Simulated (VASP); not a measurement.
# MgCd3O4 (P4/mmm) in VASP: a series of runs

Runs on MgCd3O4. Level: PBE. Tasks: relaxation of cell and atoms, single point.

Everything below comes from runs of VASP 6.6.1. Logs are shortened: lines on timing, memory, paths and dates and some standing lists are left out, and cuts for length are marked.

## Step 1: The cell of the first run

Symmetry: P4/mmm, No. 123, tetragonal system. Conventional cell: a = 3.538 Å, b = 3.538 Å, c = 10.007 Å, α = 90.00°, β = 90.00°, γ = 90.00°. Mg (site symmetry 4/mmm) has 6 O at 2.50 Å within 3.3 Å. Cd (site symmetry 4/mmm) has 6 O at 2.50 Å within 3.3 Å. Cd (site symmetry 4mm) has 6 O at 2.50 Å within 3.3 Å. O (site symmetry 4mm) has 1 Mg at 2.50 Å and 5 Cd at 2.50 Å within 3.3 Å. O (site symmetry 4/mmm) has 2 Cd at 2.50 Å and 4 Mg at 2.50 Å within 3.3 Å. Within 3.3 Å of O (site symmetry 4/mmm) lie 6 Cd at 2.50 Å.

## Step 2: Relaxation of cell and atoms, PBE

The input, INCAR:

```
ALGO = Normal ; EDIFF = 1E-7
EDIFFG = -0.04 ; ENCUT = 600
GGA = PE ; IBRION = 2
ISIF = 3 ; ISMEAR = 0
LASPH = True ; LCHARG = False
LREAL = False ; LWAVE = False
NELM = 60 ; NSW = 90
PREC = Accurate ; SIGMA = 0.1
```

The input, KPOINTS:

```
k-points
0
Gamma
  6 6 2
```

The input, POSCAR:

```
MgCd3O4
1.0
    3.5378538500      0.0000000000      0.0000000000
    0.0000000000      3.5378538500      0.0000000000
    0.0000000000      0.0000000000     10.0065617800
Mg Cd O
1 3 4
Direct
    0.0000000000      0.0000000000      0.5000000000
    0.0000000000      0.0000000000      0.0000000000
    0.5000000000      0.5000000000      0.2500000000
    0.5000000000      0.5000000000      0.7500000000
    0.0000000000      0.0000000000      0.2500000000
    0.5000000000      0.5000000000      0.5000000000
    0.0000000000      0.0000000000      0.7500000000
    0.5000000000      0.5000000000      0.0000000000
```

Potentials or basis: VASP PAW PBE potentials, release 64 (Mg, Cd, O).

Launch:

```bash
cat potpaw_PBE.64/Mg/POTCAR potpaw_PBE.64/Cd/POTCAR potpaw_PBE.64/O/POTCAR > POTCAR
mpirun -np 1 vasp_std > vasp.out
```

OUTCAR:

```text
EDIFF = 1E-7
   EDIFFG = -0.04
   ENCUT = 600
   GGA = PE
   IBRION = 2
   ISIF = 3
   ISMEAR = 0
   LASPH = True
   LREAL = False
   NELM = 60
   NSW = 90
   PREC = Accurate

 ion  position               nearest neighbor table
   1  0.000  0.000  0.500-   5 2.50   7 2.50   6 2.50   6 2.50   6 2.50   6 2.50   4 3.54   4 3.54
                             3 3.54   4 3.54   3 3.54   3 3.54   4 3.54   3 3.54
   2  0.000  0.000  0.000-   5 2.50   7 2.50   8 2.50   8 2.50   8 2.50   8 2.50   4 3.54   4 3.54
                             3 3.54   4 3.54   3 3.54   3 3.54   4 3.54   3 3.54
   3  0.500  0.500  0.250-   6 2.50   8 2.50   5 2.50   5 2.50   5 2.50   5 2.50   2 3.54   2 3.54
                             1 3.54   2 3.54   1 3.54   1 3.54   2 3.54   1 3.54
   4  0.500  0.500  0.750-   6 2.50   8 2.50   7 2.50   7 2.50   7 2.50   7 2.50   2 3.54   2 3.54
                             1 3.54   2 3.54   1 3.54   1 3.54   2 3.54   1 3.54
   5  0.000  0.000  0.250-   1 2.50   2 2.50   3 2.50   3 2.50   3 2.50   3 2.50
   6  0.500  0.500  0.500-   3 2.50   4 2.50   1 2.50   1 2.50   1 2.50   1 2.50
   7  0.000  0.000  0.750-   1 2.50   2 2.50   4 2.50   4 2.50   4 2.50   4 2.50
   8  0.500  0.500  0.000-   3 2.50   4 2.50   2 2.50   2 2.50   2 2.50   2 2.50

  LATTYP: Found a simple tetragonal cell.
 ALAT       =     3.5378538500
 C/A-ratio  =     2.8284271211

  Lattice vectors:

 A1 = (   3.5378538500,   0.0000000000,   0.0000000000)
 A2 = (   0.0000000000,   3.5378538500,   0.0000000000)
 A3 = (   0.0000000000,   0.0000000000,  10.0065617800)

Analysis of symmetry for initial positions (statically):
=====================================================================
 Subroutine PRICEL returns:
 Original cell was already a primitive cell.

 Routine SETGRP: Setting up the symmetry group for a
 simple tetragonal supercell.

 Subroutine GETGRP returns: Found 16 space group operations
 (whereof 16 operations were pure point group operations)
 out of a pool of 16 trial point group operations.

The static configuration has the point symmetry D_4h.

Analysis of symmetry for dynamics (positions and initial velocities):
=====================================================================
 Subroutine PRICEL returns:
 Original cell was already a primitive cell.

 Routine SETGRP: Setting up the symmetry group for a
 simple tetragonal supercell.

 Subroutine GETGRP returns: Found 16 space group operations
 (whereof 16 operations were pure point group operations)
 out of a pool of 16 trial point group operations.

The dynamic configuration has the point symmetry D_4h.

 Subroutine INISYM returns: Found 16 space group operations
 (whereof 16 operations are pure point group operations),
 and found     1 'primitive' translations

----------------------------------------------------------------------------------------

                                     Primitive cell

  volume of cell :     125.2462

  direct lattice vectors                    reciprocal lattice vectors
     3.537853850  0.000000000  0.000000000     0.282657239  0.000000000  0.000000000
     0.000000000  3.537853850  0.000000000     0.000000000  0.282657239  0.000000000
     0.000000000  0.000000000 10.006561780     0.000000000  0.000000000  0.099934425

  length of vectors
     3.537853850  3.537853850 10.006561780     0.282657239  0.282657239  0.099934425

  position of ions in fractional coordinates (direct lattice)
     0.000000000  0.000000000  0.500000000
     0.000000000  0.000000000  0.000000000
     0.500000000  0.500000000  0.250000000
     0.500000000  0.500000000  0.750000000
     0.000000000  0.000000000  0.250000000
     0.500000000  0.500000000  0.500000000
     0.000000000  0.000000000  0.750000000
     0.500000000  0.500000000  0.000000000

  ion indices of the primitive-cell ions
   primitive index   ion index
                 1           1
                 2           2
                 3           3
                 4           4
                 5           5
                 6           6
                 7           7
                 8           8

----------------------------------------------------------------------------------------

 KPOINTS: k-points

Automatic generation of k-mesh.
 Grid dimensions read from file:
 generate k-points for:    6    6    2

 Generating k-lattice:

  Cartesian coordinates                     Fractional coordinates (reciprocal lattice)
     0.047109540  0.000000000  0.000000000     0.166666667  0.000000000  0.000000000
     0.000000000  0.047109540  0.000000000     0.000000000  0.166666667  0.000000000
     0.000000000  0.000000000  0.049967213     0.000000000  0.000000000  0.500000000

  Length of vectors
     0.047109540  0.047109540  0.049967213

  Shift w.r.t. Gamma in fractional coordinates (k-lattice)
     0.000000000  0.000000000  0.000000000

 Subroutine IBZKPT returns following result:
 ===========================================

 Found     20 irreducible k-points:

 Following reciprocal coordinates:
            Coordinates               Weight
  0.000000  0.000000  0.000000      1.000000
  0.166667  0.000000  0.000000      4.000000
  0.333333  0.000000  0.000000      4.000000
  0.500000  0.000000  0.000000      2.000000
  0.166667  0.166667  0.000000      4.000000
  0.333333  0.166667  0.000000      8.000000
[... 12 lines left out ...]
  0.500000  0.333333  0.500000      4.000000
  0.500000  0.500000  0.500000      1.000000
   k-points           NKPTS =     20   k-points in BZ     NKDIM =     20   number of bands    NBANDS=     37
   number of dos      NEDOS =    301   number of ions     NIONS =      8
   total plane-waves  NPLWV =  62720
   dimension x,y,z NGX =    28 NGY =   28 NGZ =   80
   dimension x,y,z NGXF=    56 NGYF=   56 NGZF=  160
   ions per type =               1   3   4
   NGX,Y,Z   is equivalent  to a cutoff of  13.16, 13.16, 13.29 a.u.
   NGXF,Y,Z  is equivalent  to a cutoff of  26.31, 26.31, 26.58 a.u.
 SYSTEM =  unknown system
   PREC   = accura    normal or accurate (medium, high low for compatibility)
   ISTART =      0    job   : 0-new  1-cont  2-samecut
   ICHARG =      2    charge: 1-file 2-atom 10-const
   ISPIN  =      1    spin polarized calculation?
   LNONCOLLINEAR =      F non collinear calculations
   LSORBIT =      F    spin-orbit coupling
   LASPH  =      T    aspherical Exc in radial PAW
   ENCUT  =  600.0 eV  44.10 Ry    6.64 a.u.   7.07  7.07 19.99*2*pi/ulx,y,z
   NELM   =     60;   NELMIN=  2; NELMDL= -5     # of ELM steps
   EDIFF  = 0.1E-06   stopping-criterion for ELM
   LREAL  =      F    real-space projection
   EDIFFG = -.4E-01   stopping-criterion for IOM
   NSW    =     90    number of steps for IOM
   IBRION =      2    ionic relax: 0-MD 1-quasi-New 2-CG
   NFREE  =      1    steps in history (QN), initial steepest desc. (CG)
   ISIF   =      3    stress and relaxation
   ISYM   =      2    0-nonsym 1-usesym 2-fastsym
   POTIM  = 0.5000    time-step for ionic-motion
   TEBEG  =    0.0;   TEEND  =   0.0 temperature during run
   PSTRESS=    0.0 pullay stress
   NELECT =      62.0000    total number of electrons
   NUPDOWN=      -1.0000    fix difference up-down
   EMIN   =  10.00;   EMAX   =-10.00  energy-range for DOS
   EFERMI =   0.00;   METHOD = LEGACY
   ISMEAR =     0;   SIGMA  =   0.10  broadening in eV -4-tet -1-fermi 0-gaus
   EFERMI_NEDOS =   21; number of points for ismear=-14 and -15
   IALGO  =     38    algorithm
   IMIX   =      4    mixing-type and parameters
     AMIX     =   0.40;   BMIX     =  1.00
     AMIX_MAG =   1.60;   BMIX_MAG =  1.00
  volume/ion in A,a.u.               =      15.66       105.65
  Fermi-wavevector in a.u.,A,eV,Ry     =   1.295042  2.447274 22.818789  1.677134
  Thomas-Fermi vector in A             =   2.426587
   LORBIT       =      0    0 simple, 1 ext, 2 COOP (PROOUT), +10 PAW based schemes
   GGA     = PE    functional components
   LHFCALC =     F    Hartree Fock is set to
   AEXX    =    0.0000 exact exchange contribution
   IVDW    =     0    specifies the selected vdW correction
   LEPSILON=     F    determine dielectric tensor
   LRPA    =     F    only Hartree local field effects (RPA)
 conjugate gradient relaxation of ions
 non-spin polarized calculation
 Gauss-broadening in eV      SIGMA  =   0.10
  energy-cutoff  :      600.00
  volume of cell :      125.25
 maximum number of plane-waves:      4210
   NGX = 15   NGY = 15   NGZ = 39

--------------------------------------- Ionic step        1  -------------------------------------------

 number of electron      62.0000015 magnetization

 Free energy of the ion-electron system (eV)
  ---------------------------------------------------
  ext. energy  EPLUGINS =         0.00000000
  ---------------------------------------------------
  free energy    TOTEN  =       -33.04390384 eV

  energy without entropy =      -33.03996648  energy(sigma->0) =      -33.04193516

------------------------ aborting loop because EDIFF is reached ----------------------------------------

  FORCE on cell =-STRESS in cart. coord.  units (eV):
  Direction    XX          YY          ZZ          XY          YZ          ZX
  --------------------------------------------------------------------------------------
  -------------------------------------------------------------------------------------
  Total      -12.6229429    -12.6229429    -12.5935789      0.0000000      0.0000000      0.0000000
  in kB     -161.4754649   -161.4754649   -161.0998342      0.0000000      0.0000000      0.0000000
  external PRESSURE =    -161.3502547 kB  Pullay stress =       0.0000000 kB
[... 107 lines left out ...]
  FREE ENERGIE OF THE ION-ELECTRON SYSTEM (eV)
  ---------------------------------------------------
  free  energy   TOTEN  =       -34.4168731048 eV

  energy  without entropy=      -34.4132546141  energy(sigma->0) =      -34.41506386

[... ionic steps 4 to 7 ...]

--------------------------------------- Ionic step        8  -------------------------------------------

 number of electron      62.0000033 magnetization

------------------------ aborting loop because EDIFF is reached ----------------------------------------

  FORCE on cell =-STRESS in cart. coord.  units (eV):
  Direction    XX          YY          ZZ          XY          YZ          ZX
  --------------------------------------------------------------------------------------
  -------------------------------------------------------------------------------------
  Total       -0.3771769     -0.3771769     -0.3300820      0.0000000      0.0000000     -0.0000000
  in kB       -5.8604279     -5.8604279     -5.1286859      0.0000000      0.0000000     -0.0000000
  external PRESSURE =      -5.6165139 kB  Pullay stress =       0.0000000 kB
[... 69 lines left out ...]
  energy  without entropy=      -34.5595642250  energy(sigma->0) =      -34.56106130

--------------------------------------- Ionic step       10  -------------------------------------------

 number of electron      62.0000032 magnetization

 Free energy of the ion-electron system (eV)
  ---------------------------------------------------
  ext. energy  EPLUGINS =         0.00000000
  ---------------------------------------------------
  free energy    TOTEN  =       -34.56323317 eV

  energy without entropy =      -34.56024215  energy(sigma->0) =      -34.56173766

 E-fermi :   2.2769     XC(G=0): -11.2376

 val. band max:        2.2413516312   @ k =   0.5000   0.0000   0.0000
 cond. band min:       3.2714275383   @ k =   0.0000   0.0000   0.5000
 fundamental gap:      1.0300759072
 Fermi energy:         2.2768710891

 k-point     1 :       0.0000    0.0000    0.0000
  band No.  band energies     occupation
      1     -15.3350      2.00000
      2     -14.8848      2.00000
      3     -14.7727      2.00000
      4     -14.1807      2.00000
      5      -5.3229      2.00000
      6      -4.9573      2.00000
[... 824 lines left out ...]
  FREE ENERGIE OF THE ION-ELECTRON SYSTEM (eV)
  ---------------------------------------------------
  free  energy   TOTEN  =       -34.5632331701 eV

  energy  without entropy=      -34.5602421456  energy(sigma->0) =      -34.56173766

 reached required accuracy - stopping structural energy minimisation
```

It took 5.9 min on 1 thread of Intel Xeon 6975P-C (Granite Rapids), shared host; peak memory 0.3 GiB.

What came out:

| Property | Result |
| --- | --- |
| Free energy | -34.5632 eV |
| Relaxed volume | 12.84 Å³/atom |
| Relaxed cell | a = 3.319 Å, b = 3.319 Å, c = 9.326 Å, α = 90.00°, β = 90.00°, γ = 90.00° |
| Space group after relaxing (to 0.1 Å) | P4/mmm (No. 123) |
| Energy gained by relaxing | 189.9 meV/atom |
| Ionic steps | 10 |
| Pressure after relaxing | 0.0 GPa |
| Largest force after relaxing | 0.006 eV/Å |
| Band gap on the k mesh | zero (bands 31 and 32 overlap by 0.23 eV) |

Forces in eV/Å, atoms in the order of the input:
```
Mg   0.000  0.000  0.000
Cd   0.000  0.000  0.000
Cd   0.000  0.000  0.001
Cd   0.000  0.000 -0.001
O    0.000  0.000  0.006
O    0.000  0.000  0.000
O    0.000  0.000 -0.006
O    0.000  0.000  0.000
```

The path:
| step | energy change (eV) | largest force (eV/Å) | pressure (GPa) | volume (Å³) |
| --- | --- | --- | --- | --- |
| 1 | 0.0000 | 0.5245 | -16.14 | 125.25 |
| 2 | -1.3013 | 0.9469 | 6.16 | 98.79 |
| 3 | -1.3730 | 0.8580 | 0.34 | 102.82 |
| 4 | -1.4360 | 0.6093 | 0.36 | 102.57 |
| 5 | -1.5066 | 0.3624 | 0.91 | 101.90 |
| 6 | -1.5069 | 0.3539 | 0.85 | 101.95 |
| 7 | -1.5175 | 0.0471 | -0.82 | 103.35 |
| 8 | -1.5179 | 0.0965 | -0.56 | 103.12 |
| 9 | -1.5187 | 0.0674 | 0.40 | 102.43 |
| 10 | -1.5193 | 0.0064 | 0.00 | 102.71 |

Final structure:
```xyz
8
Lattice="3.3186 0.0000 0.0000 0.0000 3.3186 0.0000 0.0000 0.0000 9.3261" Properties=species:S:1:pos:R:3 pbc="T T T"
Mg    0.0000    0.0000    4.6630
Cd    0.0000    0.0000    0.0000
Cd    1.6593    1.6593    2.3924
Cd    1.6593    1.6593    6.9336
O     0.0000    0.0000    2.5025
O     1.6593    1.6593    4.6630
O     0.0000    0.0000    6.8236
O     1.6593    1.6593    0.0000
```

Caveat: the volume moved by over 15 % at a fixed basis, so the end points are rough; semilocal functionals underestimate gaps, so a narrow gap can read as zero.

(Part 1 of 2 ends here.)
